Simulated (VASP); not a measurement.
# P (R-3m) in VASP: a series of runs

Runs on P. Level: PBEsol. Tasks: single point.

Program: VASP 6.6.1. These are calculated values, not measurements. Logs are shortened: lines on timing, memory, paths and dates and some standing lists are left out, and cuts for length are marked.

### Step 1. The cell of the first run

It takes space group R-3m (No. 166, trigonal). The conventional cell has a = 3.383 Å, b = 3.383 Å, c = 8.289 Å, α = 90.00°, β = 90.00°, γ = 120.00°. Within 3.1 Å of P (site symmetry 3m) lie 6 P at 2.32 to 2.47 Å.

### Step 2. Single point, PBEsol (volume scaled by 0.91, then relaxed in part)

Contents of INCAR:

```
SYSTEM = P
PREC = Accurate
ENCUT = 520
EDIFF = 1E-7
ISMEAR = 0
SIGMA = 0.1
LREAL = .FALSE.
LASPH = .TRUE.
NELM = 100
ALGO = Normal
ISIF = 2
LWAVE = .FALSE.
LCHARG = .TRUE.
GGA = PS
LELF = .TRUE.
LVHAR = .TRUE.
NBANDS = 12
```

Contents of KPOINTS:

```
regular mesh
0
G
  15 15 15
  0 0 0
```

Contents of POSCAR:

```
P
1.0
    1.6914469917      0.9765573760      2.7629140853
   -1.6914469917      0.9765573760      2.7629140853
    0.0000000000     -1.9531147519      2.7629140853
P
2
Direct
    0.2422270679      0.2422270679      0.2422270679
    0.7577729321      0.7577729321      0.7577729321
```

Potentials or basis: VASP PAW PBE potentials, release 64 (P).

Command:

```
$ cat potpaw_PBE.64/P/POTCAR > POTCAR
$ mpirun -np 1 vasp_std > vasp.out
```

OUTCAR:

```text
SYSTEM = P
   PREC = Accurate
   ENCUT = 520
   EDIFF = 1E-7
   ISMEAR = 0
   LREAL = .FALSE.
   LASPH = .TRUE.
   NELM = 100
   ISIF = 2
   GGA = PS

 ion  position               nearest neighbor table
   1  0.242  0.242  0.242-   2 2.32   2 2.32   2 2.32   2 2.47   2 2.47   2 2.47
   2  0.758  0.758  0.758-   1 2.32   1 2.32   1 2.32   1 2.47   1 2.47   1 2.47

  LATTYP: Found a trigonal (rhomboedric) cell.
 ALAT       =     3.3835412628
 COS(alpha) =     0.5001912841

  Lattice vectors:

 A1 = (   1.6914469917,   0.9765573760,   2.7629140853)
 A2 = (  -1.6914469917,   0.9765573760,   2.7629140853)
 A3 = (   0.0000000000,  -1.9531147519,   2.7629140853)

Analysis of symmetry for initial positions (statically):
=====================================================================
 Subroutine PRICEL returns:
 Original cell was already a primitive cell.

 Routine SETGRP: Setting up the symmetry group for a
 trigonal (rhombohedral) supercell.

 Subroutine GETGRP returns: Found 12 space group operations
 (whereof 12 operations were pure point group operations)
 out of a pool of 12 trial point group operations.

The static configuration has the point symmetry D_3d.

Analysis of symmetry for dynamics (positions and initial velocities):
=====================================================================
 Subroutine PRICEL returns:
 Original cell was already a primitive cell.

 Routine SETGRP: Setting up the symmetry group for a
 trigonal (rhombohedral) supercell.

 Subroutine GETGRP returns: Found 12 space group operations
 (whereof 12 operations were pure point group operations)
 out of a pool of 12 trial point group operations.

The dynamic configuration has the point symmetry D_3d.

 Subroutine INISYM returns: Found 12 space group operations
 (whereof 12 operations are pure point group operations),
 and found     1 'primitive' translations

----------------------------------------------------------------------------------------

                                     Primitive cell

  volume of cell :      27.3826

  direct lattice vectors                    reciprocal lattice vectors
     1.691446992  0.976557376  2.762914085     0.295604889  0.170667562  0.120645566
    -1.691446992  0.976557376  2.762914085    -0.295604889  0.170667562  0.120645566
     0.000000000 -1.953114752  2.762914085     0.000000000 -0.341335124  0.120645566

  length of vectors
     3.383541263  3.383541263  3.383541263     0.362029032  0.362029032  0.362029032

  position of ions in fractional coordinates (direct lattice)
     0.242227068  0.242227068  0.242227068
     0.757772932  0.757772932  0.757772932

  ion indices of the primitive-cell ions
   primitive index   ion index
                 1           1
                 2           2

----------------------------------------------------------------------------------------

 KPOINTS: regular mesh

Automatic generation of k-mesh.
 Grid dimensions read from file:
 generate k-points for:   15   15   15

 Generating k-lattice:

  Cartesian coordinates                     Fractional coordinates (reciprocal lattice)
     0.019706993  0.011377837  0.008043038     0.066666667 -0.000000000  0.000000000
    -0.019706993  0.011377837  0.008043038    -0.000000000  0.066666667  0.000000000
     0.000000000 -0.022755675  0.008043038     0.000000000  0.000000000  0.066666667

  Length of vectors
     0.024135269  0.024135269  0.024135269

  Shift w.r.t. Gamma in fractional coordinates (k-lattice)
     0.000000000  0.000000000  0.000000000

 Subroutine IBZKPT returns following result:
 ===========================================

 Found    344 irreducible k-points:

 Following reciprocal coordinates:
            Coordinates               Weight
  0.000000  0.000000  0.000000      1.000000
  0.066667  0.000000  0.000000      6.000000
  0.133333  0.000000  0.000000      6.000000
  0.200000 -0.000000  0.000000      6.000000
  0.266667  0.000000  0.000000      6.000000
  0.333333 -0.000000  0.000000      6.000000
[... 16 lines left out ...]
  0.133333  0.133333  0.000000      6.000000
  0.200000  0.133333  0.000000     12.000000
 [... further k-points ...]
   k-points           NKPTS =    344   k-points in BZ     NKDIM =    344   number of bands    NBANDS=     12
   number of dos      NEDOS =    301   number of ions     NIONS =      2
   total plane-waves  NPLWV =  21952
   dimension x,y,z NGX =    28 NGY =   28 NGZ =   28
   dimension x,y,z NGXF=    56 NGYF=   56 NGZF=   56
   ions per type =               2
   NGX,Y,Z   is equivalent  to a cutoff of  13.76, 13.76, 13.76 a.u.
   NGXF,Y,Z  is equivalent  to a cutoff of  27.51, 27.51, 27.51 a.u.
 SYSTEM =  P
   PREC   = accura    normal or accurate (medium, high low for compatibility)
   ISTART =      0    job   : 0-new  1-cont  2-samecut
   ICHARG =      2    charge: 1-file 2-atom 10-const
   ISPIN  =      1    spin polarized calculation?
   LNONCOLLINEAR =      F non collinear calculations
   LSORBIT =      F    spin-orbit coupling
   LASPH  =      T    aspherical Exc in radial PAW
   ENCUT  =  520.0 eV  38.22 Ry    6.18 a.u.   6.29  6.29  6.29*2*pi/ulx,y,z
   NELM   =    100;   NELMIN=  2; NELMDL= -5     # of ELM steps
   EDIFF  = 0.1E-06   stopping-criterion for ELM
   LREAL  =      F    real-space projection
   EDIFFG = 0.1E-05   stopping-criterion for IOM
   NSW    =      0    number of steps for IOM
   IBRION =     -1    ionic relax: 0-MD 1-quasi-New 2-CG
   NFREE  =      0    steps in history (QN), initial steepest desc. (CG)
   ISIF   =      2    stress and relaxation
   ISYM   =      2    0-nonsym 1-usesym 2-fastsym
   POTIM  = 0.5000    time-step for ionic-motion
   TEBEG  =    0.0;   TEEND  =   0.0 temperature during run
   PSTRESS=    0.0 pullay stress
   NELECT =      10.0000    total number of electrons
   NUPDOWN=      -1.0000    fix difference up-down
   EMIN   =  10.00;   EMAX   =-10.00  energy-range for DOS
   EFERMI =   0.00;   METHOD = LEGACY
   ISMEAR =     0;   SIGMA  =   0.10  broadening in eV -4-tet -1-fermi 0-gaus
   EFERMI_NEDOS =   21; number of points for ismear=-14 and -15
   IALGO  =     38    algorithm
   IMIX   =      4    mixing-type and parameters
     AMIX     =   0.40;   BMIX     =  1.00
     AMIX_MAG =   1.60;   BMIX_MAG =  1.00
  volume/ion in A,a.u.               =      13.69        92.39
  Fermi-wavevector in a.u.,A,eV,Ry     =   1.170173  2.211305 18.630509  1.369304
  Thomas-Fermi vector in A             =   2.306635
   LORBIT       =      0    0 simple, 1 ext, 2 COOP (PROOUT), +10 PAW based schemes
   GGA     = PS    functional components
   LHFCALC =     F    Hartree Fock is set to
   AEXX    =    0.0000 exact exchange contribution
   IVDW    =     0    specifies the selected vdW correction
   LEPSILON=     F    determine dielectric tensor
   LRPA    =     F    only Hartree local field effects (RPA)
 non-spin polarized calculation
 Gauss-broadening in eV      SIGMA  =   0.10
  energy-cutoff  :      520.00
  volume of cell :       27.38
 maximum number of plane-waves:       751
 NGX is ok and might be reduce to    28
   NGX = 13   NGY = 13   NGZ = 13

 number of electron      10.0000000 magnetization

 Free energy of the ion-electron system (eV)
  ---------------------------------------------------
  ext. energy  EPLUGINS =         0.00000000
  ---------------------------------------------------
  free energy    TOTEN  =       -11.53760984 eV

  energy without entropy =      -11.53550755  energy(sigma->0) =      -11.53655870

 E-fermi :  10.6532     XC(G=0): -11.6390

 val. band max:       10.6530093295   @ k =  -0.4667   0.2000   0.1333
 cond. band min:      10.6534080511   @ k =  -0.4000   0.0667   0.0667
 fundamental gap:      0.0003987217
 Fermi energy:        10.6532183499

 k-point     1 :       0.0000    0.0000    0.0000
  band No.  band energies     occupation
      1      -6.6860      2.00000
      2       8.1864      2.00000
      3       8.1864      2.00000
      4       8.3334      2.00000
      5       9.6048      2.00000
      6      14.3093      0.00000
      7      14.6832      0.00000
      8      14.6832      0.00000
      9      16.0716      0.00000
     10      16.0716      0.00000
     11      16.5336      0.00000
     12      17.3395      0.00000

 k-point     2 :       0.0667    0.0000    0.0000
  band No.  band energies     occupation
      1      -6.6060      2.00000
      2       7.2444      2.00000
      3       8.1618      2.00000
      4       8.2943      2.00000
      5      10.2878      2.00000
      6      14.2779      0.00000
      7      14.6577      0.00000
      8      14.7764      0.00000
      9      15.3579      0.00000
     10      15.5768      0.00000
     11      16.0879      0.00000
     12      18.3993      0.00000

 k-point     3 :       0.1333    0.0000    0.0000
  band No.  band energies     occupation
      1      -6.3663      2.00000
      2       5.7140      2.00000
      3       8.1042      2.00000
      4       8.2384      2.00000
      5      10.9768      0.00000
      6      13.6642      0.00000
      7      13.7354      0.00000
      8      14.8754      0.00000
      9      15.4589      0.00000
     10      15.5706      0.00000
     11      16.0454      0.00000
     12      20.0534      0.00000
[... 286 lines left out ...]
 k-point    23 :       0.1333    0.1333    0.0000
  band No.  band energies     occupation
      1      -6.2614      2.00000
      2       6.2122      2.00000
      3       7.3064      2.00000
      4       7.3681      2.00000
      5      11.2835      0.00000
      6      12.4532      0.00000
      7      13.6209      0.00000
      8      15.8957      0.00000
      9      16.0541      0.00000
     10      16.8324      0.00000
     11      16.9478      0.00000
     12      17.7614      0.00000

 k-point    24 :       0.2000    0.1333    0.0000
  band No.  band energies     occupation
      1      -5.9708      2.00000
      2       5.1320      2.00000
      3       7.0416      2.00000
      4       7.3399      2.00000
      5      10.2034      2.00000
      6      13.0837      0.00000
      7      13.5129      0.00000
      8      15.5089      0.00000
      9      16.0300      0.00000
     10      17.4069      0.00000
     11      17.7203      0.00000
     12      18.9723      0.00000

 [... further k-points ...]

------------------------ aborting loop because EDIFF is reached ----------------------------------------

  FORCE on cell =-STRESS in cart. coord.  units (eV):
  Direction    XX          YY          ZZ          XY          YZ          ZX
  --------------------------------------------------------------------------------------
  -------------------------------------------------------------------------------------
  Total        1.0705027      1.0705027      1.0804875      0.0000000      0.0000000      0.0000000
  in kB       62.6359341     62.6359341     63.2201555      0.0000000      0.0000000      0.0000000
  external PRESSURE =      62.8306746 kB  Pullay stress =       0.0000000 kB

 VOLUME and BASIS-vectors are now :
 -----------------------------------------------------------------------------
  energy-cutoff  :      520.00
  volume of cell :       27.38
      direct lattice vectors                 reciprocal lattice vectors
     1.691446992  0.976557376  2.762914085     0.295604889  0.170667562  0.120645566
    -1.691446992  0.976557376  2.762914085    -0.295604889  0.170667562  0.120645566
     0.000000000 -1.953114752  2.762914085     0.000000000 -0.341335124  0.120645566

 POSITION                                       TOTAL-FORCE (eV/Angst)
 -----------------------------------------------------------------------------------
      0.00000      0.00000      2.00776         0.000000     -0.000000     -0.014133
      0.00000      0.00000      6.28098         0.000000      0.000000      0.014133
 -----------------------------------------------------------------------------------
    total drift:                               -0.000000     -0.000000      0.000000

  FREE ENERGIE OF THE ION-ELECTRON SYSTEM (eV)
  ---------------------------------------------------
  free  energy   TOTEN  =       -11.5376098411 eV

  energy  without entropy=      -11.5355075534  energy(sigma->0) =      -11.53655870
```

Run time: 67 s. Hardware: 1 thread of Intel Xeon Platinum 8559C (Emerald Rapids), shared host; peak memory 0.21 GiB.

Results:

```
Free energy            : -11.5376 eV
Pressure               : 6.3 GPa
Largest force          : 0.014 eV/Å
Band gap on the k mesh : zero (band 5 reaches 11.57 eV, above the bottom of band 6 at 9.54 eV)
```

Forces in eV/Å, atoms in the order of the input:
```
P    0.000  0.000 -0.014
P    0.000  0.000  0.014
```

Caveat: the PAW data sets were made with another functional, which shifts forces and pressure a little.

### Step 3. Single point, PBEsol (volume scaled by 0.94, then relaxed in part)

Contents of INCAR:

```
SYSTEM = P
  ALGO = Normal
  EDIFF = 1E-7
  ENCUT = 520
  GGA = PS
  ISIF = 2
  ISMEAR = 0
  LASPH = .TRUE.
  LCHARG = .FALSE.
  LREAL = .FALSE.
  LWAVE = .FALSE.
  NBANDS = 12
  NELM = 80
  PREC = Accurate
  SIGMA = 0.1
```

Contents of KPOINTS:

```
k-points
0
G
  15 15 15
  0 0 0
```

Contents of POSCAR:

```
P
1.0
    1.7080142928      0.9861225117      2.7989015619
   -1.7080142928      0.9861225117      2.7989015619
    0.0000000000     -1.9722450235      2.7989015619
P
2
Direct
    0.2401591328      0.2401591328      0.2401591328
    0.7598408672      0.7598408672      0.7598408672
```

Potentials or basis: VASP PAW PBE potentials, release 64 (P).

Command:

```
$ cat potpaw_PBE.64/P/POTCAR > POTCAR
$ mpirun -np 1 vasp_std > vasp.out
```

Wall time 62 s (1 thread of Intel Xeon Platinum 8559C (Emerald Rapids), shared host); peak memory 0.21 GiB.

The run converged. Its results:

```
Free energy            : -11.5629 eV
Pressure               : 2.7 GPa
Largest force          : 0.024 eV/Å
Band gap on the k mesh : zero (band 5 reaches 11.06 eV, above the bottom of band 6 at 9.23 eV)
```

Forces on the atoms (eV/Å):
```
P    0.000  0.000 -0.024
P    0.000  0.000  0.024
```

Levels at points of the mesh, in eV from the Fermi level:
| k point | band 2 | band 3 | band 4 | band 5 | band 6 | band 7 | band 8 | band 9 |
| --- | --- | --- | --- | --- | --- | --- | --- | --- |
| (0.00, 0.00, 0.00) | -2.53 | -2.53 | -2.35 | -1.50 | 3.35 | 3.91 | 3.91 | 5.33 |

Caveat: the PAW data sets were made with another functional, which shifts forces and pressure a little.
